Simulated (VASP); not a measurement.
Input of a VASP 6.6.1 run:

The input INCAR:

```
SYSTEM = WS2
ALGO     = Normal         ! electronic algorithm
EDIFF    = 1E-6           ! SCF threshold, eV
ENCUT    = 520            ! plane-wave cutoff, eV
GGA      = PE             ! functional
ISIF     = 2              ! what is computed and relaxed
ISMEAR   = -1             ! smearing method
LASPH    = .TRUE.         ! aspherical terms in the spheres
LCHARG   = .FALSE.        ! write CHGCAR
LREAL    = .FALSE.        ! projectors in reciprocal space
LWAVE    = .FALSE.        ! write WAVECAR
NBANDS   = 49             ! bands
NELM     = 60             ! most SCF steps
PREC     = Accurate       ! precision mode
SIGMA    = 0.05           ! smearing width, eV
```

The input KPOINTS:

```
k-points
0
G
  10 10 1
  0 0 0
```

The input POSCAR:

```
WS2
1.0
    3.1829541699      0.0000000000      0.0000000000
   -1.5914770850      2.7565191702      0.0000000000
    0.0000000000      0.0000000000     28.5322178600
W S
3 6
Direct
    0.6754740000      0.3341850000      0.4328760000
    0.6676790000      0.3313130000      0.8842480000
    0.0138720000      0.0019370000      0.6583500000
    0.6480140000      0.3241160000      0.6061960000
    0.0109080000      0.0010190000      0.3790500000
    0.0099400000      0.0148620000      0.8299150000
    0.6671620000      0.3295410000      0.7139020000
   -0.0003880000      0.0206920000      0.4880200000
    0.0187170000     -0.0054900000      0.9394040000
```

Potentials or basis: VASP PAW PBE potentials, release 64 (W_sv, S).

The run is started by

```console
$ cat potpaw_PBE.64/W_sv/POTCAR potpaw_PBE.64/S/POTCAR > POTCAR
$ mpirun -np 1 vasp_std > vasp.out
```

Predict the largest force.

2.343 eV/Å.

What does it give for the band gap on the k mesh?

1.37 eV (least direct gap 1.99 eV).

Forces in eV/Å, atoms in the order of the input:
```
W   -0.592  0.576  0.520
W    0.637  0.410  0.380
W   -1.440 -0.579  1.756
S    1.096  0.431 -1.689
S   -0.059 -0.023 -0.684
S   -0.030 -0.467 -0.383
S    0.343  0.153 -0.076
S    0.652 -0.555  0.102
S   -0.605  0.055  0.074
```

Caveat: the cell differs from its parent crystal (atoms moved at random); there is no dipole correction, which matters where the two faces differ; spin-orbit coupling is left out, which moves the levels of the heavy elements.
